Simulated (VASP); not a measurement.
A run of VASP 6.6.1 is set up as follows.

Contents of INCAR:

```
PREC = Accurate ; ENCUT = 600
EDIFF = 1E-6 ; ISMEAR = -1
SIGMA = 0.05 ; LREAL = False
LASPH = True ; NELM = 60
ALGO = Normal ; ISIF = 3
LWAVE = False ; LCHARG = False
GGA = CA ; IBRION = 2
NSW = 60 ; EDIFFG = -0.01
```

The input KPOINTS:

```
regular mesh
0
Gamma
  10 10 10
```

Contents of POSCAR:

```
BP
1.0
    0.0000000000      2.2690000000      2.2690000000
    2.2690000000      0.0000000000      2.2690000000
    2.2690000000      2.2690000000      0.0000000000
P B
1 1
Direct
    0.7500000000      0.7500000000      0.7500000000
    0.0000000000      0.0000000000      0.0000000000
```

Potentials or basis: VASP PAW LDA potentials, release 64 (P, B).

Launch:

```console
$ cat potpaw_LDA.64/P/POTCAR potpaw_LDA.64/B/POTCAR > POTCAR
$ mpirun -np 1 vasp_std > vasp.out
```

**Question.** Predict the relaxed cell.

**Answer.** a = 3.175 Å, b = 3.175 Å, c = 3.175 Å, α = 60.00°, β = 60.00°, γ = 60.00°.

**Question.** Estimate the space group after relaxing (to 0.05 Å).

**Answer.** F-43m (No. 216).

Final structure:
```
P B
1.0
     0.00000    2.24486    2.24486
     2.24486    0.00000    2.24486
     2.24486    2.24486    0.00000
P B
1 1
Cartesian
  3.3673 3.3673 3.3673
  0.0000 0.0000 0.0000
```

LDA usually gives volumes a few per cent too small. Zero-point motion and thermal expansion aren't in these numbers.
